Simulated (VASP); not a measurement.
# C (P6_3/mmc) in VASP: a series of runs

The runs below take C through single point, with r2SCAN.

Everything below comes from runs of VASP 6.6.1. Logs are shortened: lines on timing, memory, paths and dates and some standing lists are left out, and cuts for length are marked.

### Step 1. The cell of the first run

Symmetry: P6_3/mmc, No. 194, hexagonal system. The conventional cell has a = 2.503 Å, b = 2.503 Å, c = 4.169 Å, α = 90.00°, β = 90.00°, γ = 120.00°. C (site symmetry 3m) has 4 C at 1.54 to 1.56 Å within 2.0 Å.

### Step 2. Single point, r2SCAN

POSCAR

```
C
1.0
    2.5031953733      0.0000000000      0.0000000000
   -1.2515976866      2.1678307839      0.0000000000
    0.0000000000      0.0000000000      4.1688692751
C
4
Direct
    0.3333333333      0.6666666667      0.0002313174
    0.6666666667      0.3333333333      0.5002313174
    0.3333333333      0.6666666667      0.3747686826
    0.6666666667      0.3333333333      0.8747686826
```

INCAR.step1

```
ALGO = Normal ; EDIFF = 1E-4
ENCUT = 520 ; GGA = PE
ISMEAR = 0 ; LASPH = T
LCHARG = F ; LREAL = F
LWAVE = T ; NBANDS = 16
NELM = 100 ; PREC = Accurate
SIGMA = 0.01
```

INCAR.step2

```
ALGO = Normal ; EDIFF = 1E-6
ENCUT = 520 ; ISIF = 2
ISMEAR = 0 ; ISTART = 1
LASPH = T ; LCHARG = T
LELF = T ; LMIXTAU = T
LREAL = F ; LVHAR = T
LWAVE = F ; METAGGA = R2SCAN
NBANDS = 16 ; NELM = 100
PREC = Accurate ; SIGMA = 0.01
```

KPOINTS

```
k-points
0
Gamma
  12 12 6
```

Potentials or basis: VASP PAW PBE potentials, release 64 (C).

Launch:

```bash
$ cat potpaw_PBE.64/C/POTCAR > POTCAR
$ cp INCAR.step1 INCAR
$ mpirun -np 1 vasp_std > vasp.out
$ cp INCAR.step2 INCAR
$ mpirun -np 1 vasp_std > vasp.out
```

OUTCAR:

```text
EDIFF = 1E-6
   ENCUT = 520
   ISIF = 2
   ISMEAR = 0
   ISTART = 1
   LASPH = T
   LREAL = F
   METAGGA = R2SCAN
   NELM = 100
   PREC = Accurate

 ion  position               nearest neighbor table
   1  0.333  0.667  0.000-   4 1.54   4 1.54   4 1.54   3 1.56
   2  0.667  0.333  0.500-   3 1.54   3 1.54   3 1.54   4 1.56
   3  0.333  0.667  0.375-   2 1.54   2 1.54   2 1.54   1 1.56
   4  0.667  0.333  0.875-   1 1.54   1 1.54   1 1.54   2 1.56

  LATTYP: Found a hexagonal cell.
 ALAT       =     2.5031953733
 C/A-ratio  =     1.6654190558

  Lattice vectors:

 A1 = (   2.5031953733,   0.0000000000,   0.0000000000)
 A2 = (  -1.2515976866,   2.1678307839,   0.0000000000)
 A3 = (   0.0000000000,   0.0000000000,   4.1688692751)

Analysis of symmetry for initial positions (statically):
=====================================================================
 Subroutine PRICEL returns:
 Original cell was already a primitive cell.

 Routine SETGRP: Setting up the symmetry group for a
 hexagonal supercell.

 Subroutine GETGRP returns: Found 24 space group operations
 (whereof  6 operations were pure point group operations)
 out of a pool of 24 trial point group operations.

The static configuration has the point symmetry C_3v.
 The point group associated with its full space group is D_6h.

Analysis of symmetry for dynamics (positions and initial velocities):
=====================================================================
 Subroutine PRICEL returns:
 Original cell was already a primitive cell.

 Routine SETGRP: Setting up the symmetry group for a
 hexagonal supercell.

 Subroutine GETGRP returns: Found 24 space group operations
 (whereof  6 operations were pure point group operations)
 out of a pool of 24 trial point group operations.

The dynamic configuration has the point symmetry C_3v.
 The point group associated with its full space group is D_6h.

 Subroutine INISYM returns: Found 24 space group operations
 (whereof  6 operations are pure point group operations),
 and found     1 'primitive' translations

----------------------------------------------------------------------------------------

                                     Primitive cell

  volume of cell :      22.6224

  direct lattice vectors                    reciprocal lattice vectors
     2.503195373  0.000000000  0.000000000     0.399489393  0.230645309  0.000000000
    -1.251597687  2.167830784  0.000000000     0.000000000  0.461290617  0.000000000
     0.000000000  0.000000000  4.168869275     0.000000000  0.000000000  0.239873197

  length of vectors
     2.503195373  2.503195373  4.168869275     0.461290617  0.461290617  0.239873197

  position of ions in fractional coordinates (direct lattice)
     0.333333333  0.666666667  0.000231317
     0.666666667  0.333333333  0.500231317
     0.333333333  0.666666667  0.374768683
     0.666666667  0.333333333  0.874768683

  ion indices of the primitive-cell ions
   primitive index   ion index
                 1           1
                 2           2
                 3           3
                 4           4

----------------------------------------------------------------------------------------

 KPOINTS: k-points

Automatic generation of k-mesh.
 Grid dimensions read from file:
 generate k-points for:   12   12    6

 Generating k-lattice:

  Cartesian coordinates                     Fractional coordinates (reciprocal lattice)
     0.033290783  0.019220442  0.000000000     0.083333333  0.000000000  0.000000000
     0.000000000  0.038440885  0.000000000     0.000000000  0.083333333  0.000000000
     0.000000000  0.000000000  0.039978866     0.000000000  0.000000000  0.166666667

  Length of vectors
     0.038440885  0.038440885  0.039978866

  Shift w.r.t. Gamma in fractional coordinates (k-lattice)
     0.000000000  0.000000000  0.000000000

 Subroutine IBZKPT returns following result:
 ===========================================

 Found     76 irreducible k-points:

 Following reciprocal coordinates:
            Coordinates               Weight
  0.000000  0.000000  0.000000      1.000000
  0.083333  0.000000  0.000000      6.000000
  0.166667  0.000000  0.000000      6.000000
  0.250000 -0.000000  0.000000      6.000000
  0.333333  0.000000  0.000000      6.000000
  0.416667  0.000000  0.000000      6.000000
[... 16 lines left out ...]
  0.250000 -0.000000  0.166667     12.000000
  0.333333  0.000000  0.166667     12.000000
 [... further k-points ...]
   k-points           NKPTS =     76   k-points in BZ     NKDIM =     76   number of bands    NBANDS=     16
   number of dos      NEDOS =    301   number of ions     NIONS =      4
   total plane-waves  NPLWV =  12800
   dimension x,y,z NGX =    20 NGY =   20 NGZ =   32
   dimension x,y,z NGXF=    40 NGYF=   40 NGZF=   64
   ions per type =               4
   NGX,Y,Z   is equivalent  to a cutoff of  13.28, 13.28, 12.76 a.u.
   NGXF,Y,Z  is equivalent  to a cutoff of  26.57, 26.57, 25.52 a.u.
 SYSTEM =  unknown system
   PREC   = accura    normal or accurate (medium, high low for compatibility)
   ISTART =      1    job   : 0-new  1-cont  2-samecut
   ICHARG =      0    charge: 1-file 2-atom 10-const
   ISPIN  =      1    spin polarized calculation?
   LNONCOLLINEAR =      F non collinear calculations
   LSORBIT =      F    spin-orbit coupling
   LASPH  =      T    aspherical Exc in radial PAW
   ENCUT  =  520.0 eV  38.22 Ry    6.18 a.u.   4.65  4.65  7.75*2*pi/ulx,y,z
   NELM   =    100;   NELMIN=  2; NELMDL=  0     # of ELM steps
   EDIFF  = 0.1E-05   stopping-criterion for ELM
   LREAL  =      F    real-space projection
   EDIFFG = 0.1E-04   stopping-criterion for IOM
   NSW    =      0    number of steps for IOM
   IBRION =     -1    ionic relax: 0-MD 1-quasi-New 2-CG
   NFREE  =      0    steps in history (QN), initial steepest desc. (CG)
   ISIF   =      2    stress and relaxation
   ISYM   =      2    0-nonsym 1-usesym 2-fastsym
   POTIM  = 0.5000    time-step for ionic-motion
   TEBEG  =    0.0;   TEEND  =   0.0 temperature during run
   PSTRESS=    0.0 pullay stress
   NELECT =      16.0000    total number of electrons
   NUPDOWN=      -1.0000    fix difference up-down
   EMIN   =  10.00;   EMAX   =-10.00  energy-range for DOS
   EFERMI =   0.00;   METHOD = LEGACY
   ISMEAR =     0;   SIGMA  =   0.01  broadening in eV -4-tet -1-fermi 0-gaus
   EFERMI_NEDOS =   21; number of points for ismear=-14 and -15
   IALGO  =     38    algorithm
   IMIX   =      4    mixing-type and parameters
     AMIX     =   0.40;   BMIX     =  1.00
     AMIX_MAG =   1.60;   BMIX_MAG =  1.00
  volume/ion in A,a.u.               =       5.66        38.17
  Fermi-wavevector in a.u.,A,eV,Ry     =   1.458597  2.756349 28.946471  2.127506
  Thomas-Fermi vector in A             =   2.575263
   LORBIT       =      0    0 simple, 1 ext, 2 COOP (PROOUT), +10 PAW based schemes
   METAGGA = R2SCAN    functional components
   LHFCALC =     F    Hartree Fock is set to
   AEXX    =    0.0000 exact exchange contribution
   IVDW    =     0    specifies the selected vdW correction
   LEPSILON=     F    determine dielectric tensor
   LRPA    =     F    only Hartree local field effects (RPA)
 non-spin polarized calculation
 Gauss-broadening in eV      SIGMA  =   0.01
  energy-cutoff  :      520.00
  volume of cell :       22.62
 maximum number of plane-waves:       622
 NGX is ok and might be reduce to    20
   NGX =  9   NGY =  9   NGZ = 15

 number of electron      16.0000000 magnetization

 Free energy of the ion-electron system (eV)
  ---------------------------------------------------
  ext. energy  EPLUGINS =         0.00000000
  ---------------------------------------------------
  free energy    TOTEN  =       -39.20467800 eV

  energy without entropy =      -39.20467800  energy(sigma->0) =      -39.20467800

 E-fermi :  10.2468     XC(G=0): -14.2668

 val. band max:       10.0588194785   @ k =   0.0000   0.0000   0.0000
 cond. band min:      13.6194419847   @ k =   0.3333   0.3333   0.0000
 fundamental gap:      3.5606225062
 Fermi energy:        10.2467618716

 k-point     1 :       0.0000    0.0000    0.0000
  band No.  band energies     occupation
      1     -13.0014      2.00000
      2      -7.2559      2.00000
      3      -4.3358      2.00000
      4       6.7807      2.00000
      5       6.7807      2.00000
      6       9.5598      2.00000
[... 8 lines left out ...]
     15      24.7179      0.00000
     16      28.9507      0.00000

 k-point     2 :       0.0833    0.0000    0.0000
  band No.  band energies     occupation
      1     -12.8206      2.00000
      2      -7.0910      2.00000
      3      -4.1706      2.00000
      4       5.8640      2.00000
      5       6.4049      2.00000
      6       9.2693      2.00000
[... 8 lines left out ...]
     15      24.9607      0.00000
     16      28.2118      0.00000

 k-point     3 :       0.1667    0.0000    0.0000
  band No.  band energies     occupation
      1     -12.2804      2.00000
      2      -6.5978      2.00000
      3      -3.6885      2.00000
      4       3.7335      2.00000
      5       5.5493      2.00000
      6       7.4266      2.00000
[... 8 lines left out ...]
     15      25.7076      0.00000
     16      26.0418      0.00000

 k-point     4 :       0.2500   -0.0000    0.0000
  band No.  band energies     occupation
      1     -11.3887      2.00000
      2      -5.7823      2.00000
      3      -2.9586      2.00000
      4       1.2452      2.00000
      5       4.6236      2.00000
      6       5.1912      2.00000
[... 8 lines left out ...]
     15      25.6365      0.00000
     16      26.4250      0.00000
[... 324 lines left out ...]
 k-point    22 :       0.1667    0.0000    0.1667
  band No.  band energies     occupation
      1     -12.0851      2.00000
      2      -7.6757      2.00000
      3      -2.2959      2.00000
      4       3.9049      2.00000
      5       5.7126      2.00000
      6       6.8579      2.00000
[... 8 lines left out ...]
     15      25.5618      0.00000
     16      26.3366      0.00000

 k-point    23 :       0.2500   -0.0000    0.1667
  band No.  band energies     occupation
      1     -11.1950      2.00000
      2      -6.8384      2.00000
      3      -1.6476      2.00000
      4       1.4616      2.00000
      5       4.6007      2.00000
      6       4.7907      2.00000
[... 8 lines left out ...]
     15      24.8062      0.00000
     16      26.4668      0.00000

 k-point    24 :       0.3333    0.0000    0.1667
  band No.  band energies     occupation
      1      -9.9744      2.00000
      2      -5.6999      2.00000
      3      -1.8309      2.00000
      4       0.0732      2.00000
      5       2.2835      2.00000
      6       4.0328      2.00000
[... 8 lines left out ...]
     15      25.4346      0.00000
     16      28.0397      0.00000

 [... further k-points ...]

------------------------ aborting loop because EDIFF is reached ----------------------------------------

  FORCE on cell =-STRESS in cart. coord.  units (eV):
  Direction    XX          YY          ZZ          XY          YZ          ZX
  --------------------------------------------------------------------------------------
  -------------------------------------------------------------------------------------
  Total        0.1466199      0.1466199      0.1353244      0.0000000      0.0000000     -0.0000000
  in kB       10.3840112     10.3840112      9.5840329      0.0000000      0.0000000     -0.0000000
  external PRESSURE =      10.1173518 kB  Pullay stress =       0.0000000 kB

 VOLUME and BASIS-vectors are now :
 -----------------------------------------------------------------------------
  energy-cutoff  :      520.00
  volume of cell :       22.62
      direct lattice vectors                 reciprocal lattice vectors
     2.503195373  0.000000000  0.000000000     0.399489393  0.230645309  0.000000000
    -1.251597687  2.167830784  0.000000000     0.000000000  0.461290617  0.000000000
     0.000000000  0.000000000  4.168869275     0.000000000  0.000000000  0.239873197

 POSITION                                       TOTAL-FORCE (eV/Angst)
 -----------------------------------------------------------------------------------
     -0.00000      1.44522      0.00096         0.000000     -0.000000      0.009716
      1.25160      0.72261      2.08540        -0.000000      0.000000      0.009716
     -0.00000      1.44522      1.56236         0.000000     -0.000000     -0.009716
      1.25160      0.72261      3.64680        -0.000000      0.000000     -0.009716
 -----------------------------------------------------------------------------------
    total drift:                               -0.000000      0.000000      0.000000

  FREE ENERGIE OF THE ION-ELECTRON SYSTEM (eV)
  ---------------------------------------------------
  free  energy   TOTEN  =       -39.2046779993 eV

  energy  without entropy=      -39.2046779993  energy(sigma->0) =      -39.20467800
```

Wall time 85 s (1 thread of Intel Xeon 8259CL, shared host); peak memory 0.14 GiB.

What came out:

| Item | Value |
| --- | --- |
| Free energy | -39.2047 eV |
| Pressure | 1.0 GPa |
| Largest force | 0.010 eV/Å |
| Band gap on the k mesh | 3.56 eV (least direct gap 5.19 eV) |

Forces in eV/Å, atoms in the order of the input:
```
C    0.000  0.000  0.010
C    0.000  0.000  0.010
C    0.000  0.000 -0.010
C    0.000  0.000 -0.010
```

Stress tensor (GPa, compression positive):
```
1.04 0.00 0.00
0.00 1.04 0.00
0.00 0.00 0.96
```

Caveat: the PAW data sets were made with another functional, which shifts forces and pressure a little. A k mesh can miss the band edges.

### Step 3. Single point, r2SCAN (epitaxial xy strain +1.5%)

POSCAR

```
C
1.0
    2.5407433039      0.0000000000      0.0000000000
   -1.2703716519      2.2003482457      0.0000000000
    0.0000000000      0.0000000000      4.1683704913
C
4
Direct
    0.3333333333      0.6666666667      0.0001772581
    0.6666666667      0.3333333333      0.5001772581
    0.3333333333      0.6666666667      0.3748227419
    0.6666666667      0.3333333333      0.8748227419
```

INCAR.step1

```
PREC = Accurate ; ENCUT = 520
ISMEAR = 0 ; SIGMA = 0.01
LREAL = F ; LASPH = T
NELM = 80 ; NBANDS = 16
GGA = PE ; ALGO = Normal
EDIFF = 1E-4 ; LWAVE = T
LCHARG = F
```

INCAR.step2

```
PREC = Accurate ; ENCUT = 520
EDIFF = 1E-6 ; ISMEAR = 0
SIGMA = 0.01 ; LREAL = F
LASPH = T ; NELM = 80
ALGO = Normal ; ISIF = 2
LWAVE = F ; LCHARG = T
METAGGA = R2SCAN ; LMIXTAU = T
LELF = T ; LVHAR = T
NBANDS = 16 ; ISTART = 1
```

KPOINTS

```
regular mesh
0
Gamma
  12 12 6
```

Potentials or basis: VASP PAW PBE potentials, release 64 (C).

Launch:

```bash
$ cat potpaw_PBE.64/C/POTCAR > POTCAR
$ cp INCAR.step1 INCAR
$ mpirun -np 1 vasp_std > vasp.out
$ cp INCAR.step2 INCAR
$ mpirun -np 1 vasp_std > vasp.out
```

It took 1.7 min on 1 thread of Intel Xeon 8259CL, shared host; peak memory 0.15 GiB.

Results (log left out):

| Item | Value |
| --- | --- |
| Free energy | -39.1695 eV |
| Pressure | -11.5 GPa |
| Band gap on the k mesh | 3.67 eV (least direct gap 4.95 eV) |

Forces on the atoms (eV/Å):
```
C    0.000  0.000  0.002
C    0.000  0.000  0.002
C    0.000  0.000 -0.002
C    0.000  0.000 -0.002
```

Stress tensor (GPa, compression positive):
```
-17.74   0.00   0.00
  0.00 -17.74   0.00
  0.00   0.00   1.04
```

Levels at points of the mesh, in eV from the valence-band top:
```
           k point  band 4  band 5  band 6  band 7  band 8  band 9  band 10  band 11  band 12  band 13
(0.00, 0.00, 0.00)   -3.35   -3.35   -0.49    0.00    0.00    4.95     4.95     5.90     7.69     9.83
(0.50, 0.00, 0.00)  -10.31   -9.60   -6.77   -6.11   -3.20    4.42     8.46     8.54     8.70    11.32
(0.00, 0.00, 0.50)   -7.18   -2.02   -2.02   -2.02   -2.02    7.40     7.40     7.40     7.40     7.59
(0.50, 0.00, 0.50)  -13.43   -5.32   -5.32   -4.93   -4.93    5.90     5.90     6.95     6.95    12.93
```

Caveat: the cell differs from its parent crystal (epitaxial xy strain +1.5%); the cell stands under tension; the PAW data sets were made with another functional, which shifts forces and pressure a little.

(Continued in part 2 of 2.)
